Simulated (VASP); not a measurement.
## CaO: single point with PBE

The system is CaO.

```
Ca O
1.0
     0.00000    2.25442    2.39755
     2.25442    0.00000    2.39755
     2.25442    2.25442    0.00000
Ca O
1 1
Direct
  0.00000 0.00000 0.00000
  0.50000 0.50000 0.50000
```

This cell differs from its parent crystal: biaxial xy strain -6.0%.

```yaml
Program: VASP 6.6.1
Task: single point
Functional: PBE
Potentials_or_basis: VASP PAW PBE potentials, release 64 (Ca_sv, O)
Cutoff: 520 eV
k_mesh: 10 × 10 × 10
Occupations: fermi-dirac, width 0.02 eV
Spin: no spin polarisation
```

```yaml
Pressure: 23.4 GPa
Band_gap_on_the_k_mesh: 3.42 eV, indirect (least direct gap 3.77 eV)
```

Stress tensor (GPa, compression positive):
```
29.42  0.00  0.00
 0.00 29.42  0.00
 0.00  0.00 11.45
```

Levels at points of the mesh, in eV from the valence-band top:
```
           k point  band 4  band 5  band 6  band 7  band 8  band 9  band 10  band 11  band 12  band 13
(0.00, 0.00, 0.00)  -17.84  -15.88   -0.23    0.00    0.00    5.53     6.13     6.63     6.63     8.15
(0.50, 0.00, 0.00)  -17.86  -13.98   -3.04   -1.60   -1.59    7.58     8.98     9.08     9.43    11.09
(0.50, 0.50, 0.00)  -18.13  -15.67   -1.56   -0.28   -0.28    3.62     8.95     9.59    10.33    10.33
(0.50, 0.00, 0.50)  -18.18  -15.68   -1.11   -0.58   -0.34    3.42     8.84     9.76    10.07    10.63
```

Run time: 17 s on 1 thread of AMD EPYC 9R45 96-Core Processor (Zen 5), on a shared host, peak memory 0.13 GiB.

Caveat: the cell differs from its parent crystal (biaxial xy strain -6.0%). A k mesh can miss the band edges.
